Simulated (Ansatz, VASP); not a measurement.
# NbCl: VASP beside Ansatz

```
Nb Cl
1.0
     2.97339    0.00000    0.00000
     0.00000    2.97339    0.00000
     0.00000    0.00000    3.71197
Nb Cl
1 1
Direct
  0.50000 0.50000 0.50000
  0.00000 0.00000 0.00000
```

Alike in both runs: functional PBE; k mesh 18 × 18 × 14; occupations gaussian, width 0.1 eV; no spin polarisation.

Ansatz relaxed the structure, and its values are those at the end. VASP's run is a single point on that final structure, the one shown.

|  | VASP | Ansatz |
| --- | --- | --- |
| version | VASP 6.6.1 | Ansatz 0.2.0 |
| potentials or method | VASP PAW PBE potentials, release 64 (Nb_sv, Cl), cutoff 520 eV | scalar-relativistic, plane waves, PAW |
| valence electrons in the cell | 20 | 20 |

```csv
,VASP,Ansatz,Ansatz less VASP
gap on the k mesh at the Fermi level (eV),none,none,-
pressure (GPa),0.0,0.0,-0.01
```

A gap of «none» marks a metal or a gap that the smearing closes.
